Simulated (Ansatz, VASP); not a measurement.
Two plane-wave programs on B

```xyz
4
Lattice="2.9805 0.0000 0.0000 -1.4902 2.5812 0.0000 0.0000 0.0000 4.0238" Properties=species:S:1:pos:R:3 pbc="T T T"
B     0.0000    0.0000    1.0059
B     0.0000    0.0000    3.0178
B     0.0000    1.7208    1.0059
B     1.4902    0.8604    3.0178
```

Alike in both runs: task relaxation of cell and atoms; functional PBEsol; k mesh 18 × 18 × 10; occupations gaussian, width 0.1 eV; no spin polarisation.

|  | VASP | Ansatz |
| --- | --- | --- |
| version | VASP 6.6.1 | Ansatz 0.2.0 |
| potentials or method | VASP PAW PBE potentials, release 64 (B), cutoff 600 eV | scalar-relativistic, plane waves, PAW |
| valence electrons in the cell | 12 | 12 |

Ansatz gave:

```
gap on the k mesh at the Fermi level, each at its own relaxed structure (eV) : none
relaxed volume (Å³/atom)                                                     : 7.66
relaxed cell length with the largest relative difference (Å)                 : 2.987
```

Problem. Estimate VASP's values.

Solution. gap on the k mesh at the Fermi level, each at its own relaxed structure (eV): none; relaxed volume (Å³/atom): 7.67; relaxed cell length with the largest relative difference (Å): 2.988.

VASP's potentials were made for PBE, not for PBEsol. A gap of «none» marks a metal or a gap that the smearing closes.
